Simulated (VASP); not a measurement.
Set up this calculation in VASP 6.6.1, as the native input.

| Property | Result |
| --- | --- |
| Task | single point |
| Functional | PBE |
| Potentials or basis | VASP PAW PBE potentials, release 64 (Cr_pv) |
| Cutoff | 500 eV |
| k mesh | 6 × 6 × 6 |
| Occupations | fermi-dirac, width 0.05 eV |
| Spin | collinear spin, antiferromagnetic start |
| Starting moments | [1.5, -1.5] μB |
| Dipole correction | no |
| Further INCAR settings | ALGO = Normal; EDIFF = 1e-06; NBANDS = 23 |

The structure of Cr lies in POSCAR:

```
Cr
1.0
    2.8800000000      0.0000000000      0.0000000000
    0.0000000000      2.8800000000      0.0000000000
    0.0000000000      0.0000000000      2.8800000000
Cr
2
Direct
    0.0000000000      0.0000000000      0.0000000000
    0.5000000000      0.5000000000      0.5000000000
```

These files were run (other wordings do the same):

INCAR

```
ALGO = Normal
EDIFF = 1E-6
ENCUT = 500
GGA = PE
GGA_COMPAT = F
ISIF = 2
ISMEAR = -1
ISPIN = 2
LASPH = T
LCHARG = F
LMAXMIX = 4
LORBIT = 11
LREAL = F
LWAVE = F
MAGMOM = 1.5 -1.5
NBANDS = 23
NELM = 200
PREC = Accurate
SIGMA = 0.05
```

KPOINTS

```
k-points
0
Gamma
  6 6 6
```

Potentials or basis: VASP PAW PBE potentials, release 64 (Cr_pv).

The run is started by

```console
$ cat potpaw_PBE.64/Cr_pv/POTCAR > POTCAR
$ mpirun -np 1 vasp_std > vasp.out
```

It gave:

| Item | Value |
| --- | --- |
| Pressure | -3.3 GPa |
| Band gap on the k mesh | zero (filled and empty bands overlap) |
| Net moment | 0.00 μB per cell |
| Site moments | Cr +1.14, -1.14 μB |
| Valence electrons inside the program's atomic spheres | Cr 10.99 |

Caveat: the k points lie up to 0.36 Å⁻¹ apart.

Run time: 27 s on 1 thread of Intel(R) Xeon(R) Platinum 8375C CPU @ 2.90GHz (Ice Lake) (shared host), peak memory 0.15 GiB.
